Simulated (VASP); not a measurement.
A run of VASP 6.6.1 is set up as follows.

INCAR

```
SYSTEM = AlN
PREC = Accurate ; ENCUT = 600
EDIFF = 1E-6 ; ISMEAR = 0
SIGMA = 0.02 ; LREAL = .FALSE.
LASPH = .TRUE. ; NELM = 120
ALGO = Normal ; ISIF = 2
LWAVE = .FALSE. ; LCHARG = .FALSE.
GGA = PS ; NBANDS = 16
GGA_COMPAT = .FALSE.
```

KPOINTS

```
Automatic mesh
0
G
  12 12 6
  0 0 0
```

Contents of POSCAR:

```
AlN
1.0
    3.6456974922      0.0000000000      0.0000000000
   -1.8228487461      3.1572666427      0.0000000000
    0.0000000000      0.0000000000      5.9915857562
Al N
2 2
Direct
    0.3333333300      0.6666666700      0.0006830000
    0.6666666700      0.3333333300      0.5006830000
    0.3333333300      0.6666666700      0.3753170000
    0.6666666700      0.3333333300      0.8753170000
```

Potentials or basis: VASP PAW PBE potentials, release 64 (Al, N).

The run is started by

```console
$ cat potpaw_PBE.64/Al/POTCAR potpaw_PBE.64/N/POTCAR > POTCAR
$ mpirun -np 1 vasp_std > vasp.out
```

Question: Predict the largest force.

Answer: 0.158 eV/Å.

Question: Estimate the pressure.

Answer: -36.3 GPa.

Question: Estimate the band gap on the k mesh.

Answer: 0.50 eV, direct.

Forces in eV/Å, atoms in the order of the input:
```
Al   0.000  0.000 -0.158
Al   0.000  0.000 -0.158
N    0.000  0.000  0.158
N    0.000  0.000  0.158
```

Caveat: the cell differs from its parent crystal (As replaced by N, lengths x 0.880, strained); the PAW data sets were made with another functional, which shifts forces and pressure a little.
